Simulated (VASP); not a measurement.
Here is a VASP 6.6.1 calculation.

INCAR

```
SYSTEM = Au
ALGO     = Normal         ! electronic algorithm
EDIFF    = 1E-6           ! SCF threshold, eV
ENCUT    = 500            ! plane-wave cutoff, eV
GGA      = PE             ! functional
GGA_COMPAT= .False.      
ISIF     = 2              ! what is computed and relaxed
ISMEAR   = -1             ! smearing method
LASPH    = .True.         ! aspherical terms in the spheres
LCHARG   = .True.         ! write CHGCAR
LELF     = .True.         ! ELF
LREAL    = .False.        ! projectors in reciprocal space
LVHAR    = .True.       
LWAVE    = .False.        ! write WAVECAR
NBANDS   = 18             ! bands
NELM     = 120            ! most SCF steps
PREC     = Accurate       ! precision mode
SIGMA    = 0.1            ! smearing width, eV
```

The input KPOINTS:

```
k-points
0
Gamma
  8 8 5
  0 0 0
```

File POSCAR:

```
Au
1.0
    2.9000000000      0.0000000000      0.0000000000
   -1.4500000000      2.5114700000      0.0000000000
    0.0000000000      0.0000000000      4.8800000000
Au
2
Direct
    0.3333333333      0.6666666667      0.7500000000
    0.6666666667      0.3333333333      0.2500000000
```

Potentials or basis: VASP PAW PBE potentials, release 64 (Au).

The run is started by

```bash
$ cat potpaw_PBE.64/Au/POTCAR > POTCAR
$ mpirun -np 1 vasp_std > vasp.out
```

(1) Predict the pressure.

(2) Predict the band gap on the k mesh.

Answers

(1) 2.1 GPa.

(2) zero (band 11 reaches 11.61 eV, above the bottom of band 12 at 6.37 eV).

Caveat: spin-orbit coupling is left out, which moves the levels of the heavy elements.
